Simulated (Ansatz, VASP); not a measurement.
**GaAs: VASP beside Ansatz**

Contents of INCAR:

```
SYSTEM = GaAs
  PREC = Accurate
  ENCUT = 520
  EDIFF = 1E-8
  ISMEAR = -1
  SIGMA = 0.05
  LREAL = .False.
  LASPH = .True.
  NELM = 80
  ALGO = Normal
  ISIF = 2
  LWAVE = .False.
  LCHARG = .False.
  LEFG = .True.
  NBANDS = 16
```

KPOINTS

```
regular mesh
0
Gamma
  11 11 11
  0 0 0
```

File POSCAR:

```
GaAs
1.0
    0.0000000000      2.8268500000      2.7420445000
    2.8268500000      0.0000000000      2.7420445000
    2.8268500000      2.8268500000      0.0000000000
Ga As
1 1
Direct
    0.0000000000      0.0000000000      0.0000000000
    0.7500000000      0.7500000000      0.7500000000
```

Input for Ansatz:

```yaml
crystal:
  lattice:
    - [0.0, 2.82685, 2.7420445]
    - [2.82685, 0.0, 2.7420445]
    - [2.82685, 2.82685, 0.0]
  atoms:
    - { symbol: Ga, position: [0.0, 0.0, 0.0] }
    - { symbol: As, position: [0.75, 0.75, 0.75] }
kpoints:
  mp_grid: { grid: [11, 11, 11] }
scf:
  occupations: { method: fermi_dirac, width: 0.05 }
hamiltonian:
  xc: lda
  pseudopotentials: { kind: all_electron, datasets: crystal }
output:
  forces: true
  stress: true
  eigenvalues: true
  efg: { contact_densities: true }
```

Change from the starting cell: zz strain of -3 %, crystal datasets.

Alike in both runs: task electric field gradients; functional LDA; k mesh 11 × 11 × 11; occupations fermi-dirac, width 0.05 eV; no spin polarisation.

|  | VASP | Ansatz |
| --- | --- | --- |
| version | VASP 6.6.1 | Ansatz 0.2.0 |
| potentials or method | VASP PAW LDA potentials, release 64 (Ga_d, As), cutoff 520 eV | all-electron PAW with datasets made for the crystal, scalar-relativistic |

```tsv
	VASP	Ansatz	Ansatz less VASP
pressure (GPa)	0.6	0.3	-0.30
traceless stress, the component that is largest in VASP (GPa)	1.22	1.22	+0.004
size of Vzz on the site where it differs most (V/Å²)	5.1	5.7	+0.54
```

LDA's correlation is that of Perdew and Zunger in VASP and of Perdew and Wang (1992) in Ansatz. Ansatz ran all-electron here, and VASP with PAW potentials.
